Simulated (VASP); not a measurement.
CuAu:

```xyz
2
Lattice="1.4136 0.8161 4.1693 -1.4136 0.8161 4.1693 0.0000 -1.6323 4.1693" Properties=species:S:1:pos:R:3 pbc="T T T"
Au    0.0000    0.0000    0.0000
Cu    0.0000    0.0000    6.2539
```

Base run:

```yaml
Program: VASP 6.6.1
Functional: r2SCAN
Potentials_or_basis: VASP PAW PBE potentials, release 64 (Au, Cu)
Cutoff: 520 eV
k_mesh: 11 × 11 × 11
Occupations: fermi-dirac, width 0.05 eV
Spin: no spin polarisation
```

Its results: band gap on the k mesh zero (band 11 reaches 10.99 eV, above the bottom of band 12 at 6.41 eV); pressure 4.9 GPa.

Problem. After a change of settings the same cell gave: band gap on the k mesh zero (band 11 reaches 10.80 eV, above the bottom of band 12 at 6.48 eV); pressure 0.9 GPa. Which change was it?
A. functional from r2SCAN to LDA; potentials or basis from VASP PAW PBE potentials, release 64 (Au, Cu) to VASP PAW LDA potentials, release 64 (Au, Cu)
B. functional from r2SCAN to PBE; further incar settings from ALGO = Normal; EDIFF = 1e-06; NBANDS = 18 to ALGO = Normal; EDIFF = 1e-07; NBANDS = 18
C. functional from r2SCAN to PBEsol

Solution. C.

Caveats: the PAW data sets were made with another functional, which shifts forces and pressure a little; spin-orbit coupling is left out, which moves the levels of the heavy elements.
